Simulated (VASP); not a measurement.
Write the native input for VASP 6.6.1 that does the following.

| Property | Result |
| --- | --- |
| Task | single point |
| Functional | PBEsol |
| Potentials or basis | VASP PAW PBE potentials, release 64 (Si, Ge_d) |
| Cutoff | 520 eV |
| k mesh | 12 × 12 × 6 |
| Occupations | gaussian, width 0.03 eV |
| Spin | no spin polarisation |
| Dipole correction | no |
| Further INCAR settings | ALGO = Normal; EDIFF = 1e-06; NBANDS = 26 |

The structure of SiGe lies in POSCAR:

```
SiGe
1.0
    3.9005968931      0.0000000000      0.0000000000
   -1.9502984466      3.3780159994      0.0000000000
    0.0000000000      0.0000000000      7.4099016879
Si Ge
2 2
Direct
    0.6666666667      0.3333333333      0.8745463420
    0.3333333333      0.6666666667      0.3745463420
    0.6666666667      0.3333333333      0.5004526580
    0.3333333333      0.6666666667      0.0004526580
```

This cell differs from its parent crystal: strain +0.1500 x Voigt [0, 0, 1, 0, 0, 0].

These files were run (other wordings do the same):

INCAR

```
  PREC = Accurate
  ENCUT = 520
  EDIFF = 1E-6
  ISMEAR = 0
  SIGMA = 0.03
  LREAL = False
  LASPH = True
  NELM = 80
  ALGO = Normal
  ISIF = 2
  LWAVE = False
  LCHARG = False
  GGA = PS
  NBANDS = 26
```

KPOINTS

```
regular mesh
0
Gamma
  12 12 6
```

Potentials or basis: VASP PAW PBE potentials, release 64 (Si, Ge_d).

Command:

```console
$ cat potpaw_PBE.64/Si/POTCAR potpaw_PBE.64/Ge_d/POTCAR > POTCAR
$ mpirun -np 1 vasp_std > vasp.out
```

It gave:

```
Pressure               : -6.5 GPa
Largest force          : 0.194 eV/Å
Band gap on the k mesh : zero (band 18 reaches 4.27 eV, above the bottom of band 19 at 4.11 eV)
```

Caveat: the cell differs from its parent crystal (strain +0.1500 x Voigt [0, 0, 1, 0, 0, 0]); the PAW data sets were made with another functional, which shifts forces and pressure a little.

Run time: 87 s on 1 thread of Intel(R) Xeon(R) Platinum 8559C (Emerald Rapids), on a shared host, peak memory 0.32 GiB.
